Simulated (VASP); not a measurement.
Wanted: the native input for a VASP 6.6.1 run.

* Task: single point
* Functional: PBE
* Potentials or basis: VASP PAW PBE potentials, release 64 (Ir, Pt)
* Cutoff: 520 eV
* k mesh: 12 × 12 × 4
* Occupations: gaussian, width 0.1 eV
* Spin: no spin polarisation
* Dipole correction: no
* Further INCAR settings: ALGO = Fast; EDIFF = 1e-06; NBANDS = 31

The structure of Ir4Pt lies in POSCAR:

```
Ir4Pt
1.0
    2.7002160734      0.0000000000      0.0000000000
   -1.3501080367      2.3384557153      0.0000000000
    0.0000000000      0.0000000000     10.9752699940
Ir Pt
4 1
Direct
    0.3333333333      0.6666666667      0.7967995191
    0.3333333333      0.6666666667      0.3997606179
    0.6666666667      0.3333333333      0.2032004809
    0.6666666667      0.3333333333      0.6002393821
    0.0000000000      0.0000000000      0.0000000000
```

These files were run (other wordings do the same):

INCAR

```
  ALGO = Fast
  EDIFF = 1E-6
  ENCUT = 520
  GGA = PE
  ISIF = 2
  ISMEAR = 0
  LASPH = True
  LCHARG = False
  LREAL = False
  LWAVE = False
  NBANDS = 31
  NELM = 80
  PREC = Accurate
  SIGMA = 0.1
```

KPOINTS

```
k-points
0
Gamma
  12 12 4
```

Potentials or basis: VASP PAW PBE potentials, release 64 (Ir, Pt).

The run is started by

```bash
$ cat potpaw_PBE.64/Ir/POTCAR potpaw_PBE.64/Pt/POTCAR > POTCAR
$ mpirun -np 1 vasp_std > vasp.out
```

It gave:

```
Pressure               : 23.9 GPa
Largest force          : 0.046 eV/Å
Band gap on the k mesh : zero (bands 23 and 24 overlap by 2.84 eV)
```

Caveat: the cell stands under pressure; spin-orbit coupling is left out, which moves the levels of the heavy elements.

Wall time 69 s on 1 thread of Intel(R) Xeon(R) 6975P-C (Granite Rapids), on a shared host, peak memory 0.27 GiB.
